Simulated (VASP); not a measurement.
Set up this calculation in VASP 6.6.1, as the native input.

```yaml
Task: relaxation of cell and atoms
Functional: PBE
Potentials_or_basis: VASP PAW PBE potentials, release 64 (Li_sv, Cl)
Cutoff: 600 eV
k_mesh: 8 × 8 × 8
Occupations: gaussian, width 0.02 eV
Spin: no spin polarisation
Dipole_correction: no
Further_INCAR_settings: ALGO = Normal; EDIFF = 1e-06; IBRION = 2; EDIFFG = -0.01; NSW = 100; ISIF = 3
```

The structure of LiCl lies in POSCAR:

```
LiCl
1.0
    0.0000000000      2.5754113221      2.5754113221
    2.5754113221      0.0000000000      2.5754113221
    2.5754113221      2.5754113221      0.0000000000
Li Cl
1 1
Direct
    0.5000000000      0.5000000000      0.5000000000
    0.0000000000      0.0000000000      0.0000000000
```

The input as run:

INCAR

```
PREC = Accurate ; ENCUT = 600
EDIFF = 1E-6 ; ISMEAR = 0
SIGMA = 0.02 ; LREAL = False
LASPH = True ; NELM = 60
ALGO = Normal ; ISIF = 3
LWAVE = False ; LCHARG = False
GGA = PE ; IBRION = 2
NSW = 100 ; EDIFFG = -0.01
```

KPOINTS

```
regular mesh
0
Gamma
  8 8 8
```

Potentials or basis: VASP PAW PBE potentials, release 64 (Li_sv, Cl).

The run is started by

```bash
$ cat potpaw_PBE.64/Li_sv/POTCAR potpaw_PBE.64/Cl/POTCAR > POTCAR
$ mpirun -np 1 vasp_std > vasp.out
```

It gave:

| Item | Value |
| --- | --- |
| Pressure after relaxing | -0.1 GPa |
| Band gap on the k mesh | 6.27 eV, direct |

Caveat: the cutoff is under 1.25 times the usual one of these potentials, so pressure, stress and relaxed cells hold a basis-set (Pulay) error; the relaxation stopped at its first step, so nothing moved.

Run time: 12 s on 1 thread of Intel(R) Xeon(R) 6975P-C (Granite Rapids), on a shared host, peak memory 0.16 GiB.
